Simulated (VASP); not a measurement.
Here is a VASP 6.6.1 calculation.

The input INCAR:

```
ALGO     = Normal         # electronic algorithm
EDIFF    = 1E-6           # SCF threshold, eV
ENCUT    = 520            # plane-wave cutoff, eV
GGA      = PE             # functional
ISIF     = 2              # what is computed and relaxed
ISMEAR   = 0              # smearing method
LASPH    = True           # aspherical terms in the spheres
LCHARG   = False          # write CHGCAR
LREAL    = False          # projectors in reciprocal space
LWAVE    = False          # write WAVECAR
NBANDS   = 36             # bands
NELM     = 80             # most SCF steps
PREC     = Accurate       # precision mode
SIGMA    = 0.1            # smearing width, eV
```

Contents of KPOINTS:

```
k-points
0
Gamma
  6 6 10
```

File POSCAR:

```
Ta2PbO3
1.0
    6.6506425111      0.0000000000      0.0000000000
   -3.3253212555      5.7596253661      0.0000000000
    0.0000000000      0.0000000000      2.9571469401
Ta Pb O
2 1 3
Direct
    0.3333333333      0.6666666667      0.0000000000
    0.6666666667      0.3333333333      0.0000000000
    0.0000000000      0.0000000000      0.0000000000
    0.5000000000      0.0000000000      0.0000000000
    0.0000000000      0.5000000000      0.0000000000
    0.5000000000      0.5000000000      0.0000000000
```

Potentials or basis: VASP PAW PBE potentials, release 64 (Ta_pv, Pb_d, O).

The run is started by

```sh
$ cat potpaw_PBE.64/Ta_pv/POTCAR potpaw_PBE.64/Pb_d/POTCAR potpaw_PBE.64/O/POTCAR > POTCAR
$ mpirun -np 1 vasp_std > vasp.out
```

(1) What does it give for the pressure?

(2) Estimate the band gap on the k mesh.

## Answers

(1) 0.4 GPa.

(2) zero (bands 27 and 28 overlap by 1.14 eV).

Caveat: spin-orbit coupling is left out, which moves the levels of the heavy elements.
